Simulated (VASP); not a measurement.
Write the native input for VASP 6.6.1 that does the following.

```yaml
Task: single point
Functional: PBEsol
Potentials_or_basis: VASP PAW PBE potentials, release 64 (In_d, As)
Cutoff: 520 eV
k_mesh: 8 × 6 × 1
Occupations: gaussian, width 0.1 eV
Spin: no spin polarisation
Dipole_correction: yes
Further_INCAR_settings: ALGO = Normal; EDIFF = 1e-06; NBANDS = 66
```

The structure of InAs lies in POSCAR:

```
InAs
1.0
    4.3044884338      0.0000000000      0.0000000000
    0.0000000000      6.0874659222      0.0000000000
    0.0000000000      0.0000000000     25.7612210845
In As
6 6
Direct
    0.5000000000      0.5000000000      0.2911352678
    0.0000000000      0.0000000000      0.3746811607
    0.5000000000      0.5000000000      0.4582270536
    0.0000000000      0.0000000000      0.5417729464
    0.5000000000      0.5000000000      0.6253188393
    0.0000000000      0.0000000000      0.7088647322
    0.0000000000      0.2500000000      0.2911352678
    0.5000000000      0.7500000000      0.3746811607
    0.0000000000      0.2500000000      0.4582270536
    0.5000000000      0.7500000000      0.5417729464
    0.0000000000      0.2500000000      0.6253188393
    0.5000000000      0.7500000000      0.7088647322
```

The input as run:

INCAR

```
  ALGO = Normal
  DIPOL = 0.5 0.5 0.500
  EDIFF = 1E-6
  ENCUT = 520
  GGA = PS
  IDIPOL = 3
  ISIF = 2
  ISMEAR = 0
  LASPH = T
  LCHARG = T
  LDIPOL = T
  LELF = T
  LREAL = F
  LVACPOTAV = T
  LVHAR = T
  LWAVE = F
  NBANDS = 66
  NELM = 100
  PREC = Accurate
  SIGMA = 0.1
```

KPOINTS

```
k-points
0
Gamma
  8 6 1
```

Potentials or basis: VASP PAW PBE potentials, release 64 (In_d, As).

Launch:

```bash
$ cat potpaw_PBE.64/In_d/POTCAR potpaw_PBE.64/As/POTCAR > POTCAR
$ mpirun -np 1 vasp_std > vasp.out
```

It gave:

```yaml
Largest_force: 1.330 eV/Å
Band_gap_on_the_k_mesh: 0.33 eV
```

Caveat: the PAW data sets were made with another functional, which shifts forces and pressure a little; spin-orbit coupling is left out, which moves the levels of the heavy elements.

It took 34 min on 1 thread of Oxide Virtual Turin-like Processor, with other jobs on the host, peak memory 0.97 GiB.
